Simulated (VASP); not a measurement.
# GaAs5 (P4/mmm) in VASP: further runs, part 2 of 2

VASP 6.6.1.

## (4) Relaxation of cell and atoms, PBE

The input, INCAR:

```
SYSTEM = GaAs5
PREC = Accurate
ENCUT = 600
EDIFF = 1E-6
ISMEAR = 0
SIGMA = 0.1
LREAL = .False.
LASPH = .True.
NELM = 60
ALGO = Normal
ISIF = 3
LWAVE = .False.
LCHARG = .False.
GGA = PE
IBRION = 2
NSW = 100
EDIFFG = -0.01
```

The input, KPOINTS:

```
Automatic mesh
0
Gamma
  6 6 8
  0 0 0
```

The input, POSCAR:

```
GaAs5
1.0
    6.2014229337      0.0000000000      0.0000000000
    0.0000000000      6.2014229337      0.0000000000
    0.0000000000      0.0000000000      4.9492018582
Ga As
1 5
Direct
    0.0000000000      0.0000000000      0.0000000000
    0.3050505201      0.3050505201      0.0000000000
    0.6949494799      0.6949494799      0.0000000000
    0.3050505201      0.6949494799      0.0000000000
    0.6949494799      0.3050505201      0.0000000000
    0.0000000000      0.0000000000      0.5000000000
```

Potentials or basis: VASP PAW PBE potentials, release 64 (Ga_d, As).

Launch:

```
cat potpaw_PBE.64/Ga_d/POTCAR potpaw_PBE.64/As/POTCAR > POTCAR
mpirun -np 1 vasp_std > vasp.out
```

OUTCAR:

```text
SYSTEM = GaAs5
   PREC = Accurate
   ENCUT = 600
   EDIFF = 1E-6
   ISMEAR = 0
   LREAL = .False.
   LASPH = .True.
   NELM = 60
   ISIF = 3
   GGA = PE
   IBRION = 2
   NSW = 100
   EDIFFG = -0.01

 ion  position               nearest neighbor table
   1  0.000  0.000  0.000-   6 2.47   6 2.47   4 2.68   5 2.68   2 2.68   3 2.68
   2  0.305  0.305  0.000-   4 2.42   5 2.42   1 2.68
   3  0.695  0.695  0.000-   4 2.42   5 2.42   1 2.68
   4  0.305  0.695  0.000-   2 2.42   3 2.42   1 2.68
   5  0.695  0.305  0.000-   2 2.42   3 2.42   1 2.68
   6  0.000  0.000  0.500-   1 2.47   1 2.47

  LATTYP: Found a simple tetragonal cell.
 ALAT       =     6.2014229337
 C/A-ratio  =     0.7980752016

  Lattice vectors:
[... 428 lines left out ...]

 number of electron      37.9999992 magnetization

 Free energy of the ion-electron system (eV)
  ---------------------------------------------------
  ext. energy  EPLUGINS =         0.00000000
  ---------------------------------------------------
  free energy    TOTEN  =       -22.76028669 eV

  energy without entropy =      -22.73558558  energy(sigma->0) =      -22.74793613

 E-fermi :   1.5486     XC(G=0):  -7.9277

 val. band max:        1.5465684887   @ k =   0.3333   0.1667   0.0000
 cond. band min:       1.5538419325   @ k =   0.5000   0.0000   0.0000
 fundamental gap:      0.0072734438
 Fermi energy:         1.5486461322

 k-point     1 :       0.0000    0.0000    0.0000
  band No.  band energies     occupation
      1     -13.5639      2.00000
      2     -13.4937      2.00000
      3     -13.4342      2.00000
      4     -13.3992      2.00000
      5     -13.3992      2.00000
      6     -11.8446      2.00000
[... 613 lines left out ...]
     22       2.6136      0.00000
     23       3.8167      0.00000

 [... further k-points ...]
[... 5 lines left out ...]
  --------------------------------------------------------------------------------------
  -------------------------------------------------------------------------------------
  Total       -0.0160144     -0.0160144      0.0149016      0.0000000      0.0000000      0.0000000
  in kB       -0.1335728     -0.1335728      0.1242908      0.0000000      0.0000000      0.0000000
  external PRESSURE =      -0.0476183 kB  Pullay stress =       0.0000000 kB
[... 21 lines left out ...]
  FREE ENERGIE OF THE ION-ELECTRON SYSTEM (eV)
  ---------------------------------------------------
  free  energy   TOTEN  =       -22.7602866930 eV

  energy  without entropy=      -22.7355855762  energy(sigma->0) =      -22.74793613

 reached required accuracy - stopping structural energy minimisation
```

CONTCAR:

```text
GaAs5
   1.00000000000000
     6.2481345785082221    0.0000000000000000   -0.0000000000000000
     0.0000000000000000    6.2481345785082221   -0.0000000000000000
    -0.0000000000000000   -0.0000000000000000    4.9204257803926987
  Ga              As
     1     5
Direct
     0.0000000000000000    0.0000000000000000    0.0000000000000000
     0.3061482155850985    0.3061482155850985    0.0000000000000000
     0.6938517844149014    0.6938517844149014    0.0000000000000000
     0.3061482155850985    0.6938517844149014    0.0000000000000000
     0.6938517844149014    0.3061482155850985    0.0000000000000000
     0.0000000000000000    0.0000000000000000    0.5000000000000000

  0.00000000E+00  0.00000000E+00  0.00000000E+00
  0.00000000E+00  0.00000000E+00  0.00000000E+00
  0.00000000E+00  0.00000000E+00  0.00000000E+00
  0.00000000E+00  0.00000000E+00  0.00000000E+00
  0.00000000E+00  0.00000000E+00  0.00000000E+00
  0.00000000E+00  0.00000000E+00  0.00000000E+00
```

It took 24 min on 1 thread of Intel Xeon 8259CL, shared host; peak memory 0.5 GiB.

Results:

| Item | Value |
| --- | --- |
| Free energy | -22.7603 eV |
| Relaxed volume | 32.01 Å³/atom |
| Relaxed cell | a = 6.248 Å, b = 6.248 Å, c = 4.920 Å, α = 90.00°, β = 90.00°, γ = 90.00° |
| Space group after relaxing (to 0.1 Å) | P4/mmm (No. 123) |
| Energy gained by relaxing | 0.9 meV/atom |
| Ionic steps | 7 |
| Pressure after relaxing | 0.0 GPa |
| Largest force after relaxing | 0.004 eV/Å |
| Band gap on the k mesh | zero (bands 19 and 20 overlap by 1.05 eV) |

Forces on the atoms (eV/Å):
```
Ga   0.000  0.000  0.000
As   0.003  0.003  0.000
As  -0.003 -0.003  0.000
As   0.003 -0.003  0.000
As  -0.003  0.003  0.000
As   0.000  0.000  0.000
```

Step by step:
| step | energy change (eV) | largest force (eV/Å) | pressure (GPa) | volume (Å³) |
| --- | --- | --- | --- | --- |
| 1 | 0.0000 | 0.0092 | 0.26 | 190.33 |
| 2 | -0.0030 | 0.1042 | -0.10 | 191.73 |
| 3 | -0.0031 | 0.0945 | -0.06 | 191.61 |
| 4 | -0.0046 | 0.0543 | -0.01 | 191.68 |
| 5 | -0.0052 | 0.0150 | 0.04 | 191.74 |
| 6 | -0.0052 | 0.0071 | 0.05 | 191.75 |
| 7 | -0.0053 | 0.0044 | 0.00 | 192.09 |

Final structure:
```
Ga As
1.0
     6.24813    0.00000    0.00000
     0.00000    6.24813    0.00000
     0.00000    0.00000    4.92043
Ga As
1 5
Cartesian
  0.0000 0.0000 0.0000
  1.9129 1.9129 0.0000
  4.3353 4.3353 0.0000
  1.9129 4.3353 0.0000
  4.3353 1.9129 0.0000
  0.0000 0.0000 2.4602
```

## (5) Summary

| task | potentials or basis | cell | k mesh | cutoff (eV) | gap on the mesh (eV) | pressure (GPa) |
| --- | --- | --- | --- | --- | --- | --- |
| single point | VASP PAW PBE potentials, release 64 (Ga_d, As_d) | a = 6.201, b = 6.201, c = 4.949 Å, 6 atoms, atomic positions A | 4 × 4 × 4 | 600 | none | 0.1 |
| single point | VASP PAW PBE potentials, release 64 (Ga_d, As) | a = 6.245, b = 6.245, c = 4.918 Å, 6 atoms, atomic positions B | 6 × 6 × 8 | 520 | none | 0.1 |
| relaxation of cell and atoms | VASP PAW PBE potentials, release 64 (Ga_d, As) | relaxed from a = 6.201, b = 6.201, c = 4.949 Å, 6 atoms, atomic positions A | 6 × 6 × 8 | 600 | none | 0.0 |

Alike in all rows: level PBE; no spin polarisation; smearing gaussian 0.1 eV.

Absolute energies hang on the potentials; compare differences alone.
